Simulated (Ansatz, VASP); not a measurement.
# Two plane-wave programs on LiF

POSCAR

```
LiF
1.0
    0.0199487174      2.0148204567      2.0148204567
    2.0148204567      0.0199487174      2.0148204567
    2.0148204567      2.0148204567      0.0199487174
Li F
1 1
Direct
    0.0000000000      0.0000000000      0.0000000000
    0.5000000000      0.5000000000      0.5000000000
```

File INCAR.step1:

```
PREC = Accurate
ENCUT = 520
ISMEAR = 0
SIGMA = 0.01
LREAL = False
LASPH = True
NELM = 80
NBANDS = 12
GGA = PE
ALGO = Normal
EDIFF = 1E-4
LWAVE = True
LCHARG = False
```

INCAR.step2

```
PREC = Accurate
ENCUT = 520
EDIFF = 1E-6
ISMEAR = 0
SIGMA = 0.01
LREAL = False
LASPH = True
NELM = 80
ALGO = Normal
ISIF = 2
LWAVE = False
LCHARG = False
METAGGA = R2SCAN
LMIXTAU = True
NBANDS = 12
ISTART = 1
```

KPOINTS

```
Automatic mesh
0
Gamma
  10 10 10
```

Input for Ansatz:

```yaml
crystal:
  lattice:
    - [0.0199487174, 2.0148204567, 2.0148204567]
    - [2.0148204567, 0.0199487174, 2.0148204567]
    - [2.0148204567, 2.0148204567, 0.0199487174]
  atoms:
    - { symbol: Li, position: [0.0, 0.0, 0.0] }
    - { symbol: F, position: [0.5, 0.5, 0.5] }
kpoints:
  mp_grid: { grid: [10, 10, 10] }
  band_path:
    path:
      - [0.0, 0.0, 0.0]
      - [0.5, 0.0, 0.5]
      - [0.625, 0.25, 0.625]
      - [0.375, 0.375, 0.75]
      - [0.5, 0.5, 0.5]
      - [0.5, 0.25, 0.75]
      - [0.0375, 0.0375, 0.075]
    npoints: 1
hamiltonian:
  xc: r2scan
scf:
  occupations: { method: fixed }
  n_extra_bands: 4
output:
  forces: true
  stress: true
  eigenvalues: true
```

Change from the starting cell: shear_111 strain +1.5%.

Alike in both runs: task single point; functional r2SCAN; k mesh 10 × 10 × 10; no spin polarisation.

|  | VASP | Ansatz |
| --- | --- | --- |
| version | VASP 6.6.1 | Ansatz 0.2.0 |
| potentials or method | VASP PAW PBE potentials, release 64 (Li_sv, F) | plane waves, PAW |
| plane-wave cutoff (eV) | 520 | 500 |
| occupations | gaussian, width 0.01 eV | fixed |
| valence electrons in the cell | 10 | 10 |

Ansatz gave:

| Property | Result |
| --- | --- |
| gap on the k mesh at the Fermi level (eV) | 10.16 |

Problem. What did VASP give for the same quantities?

Solution. gap on the k mesh at the Fermi level (eV): 10.37.

VASP's potentials were made for PBE, not for r2SCAN.

Noted on VASP's run: the cutoff is short for stress, so the pressure is rough.
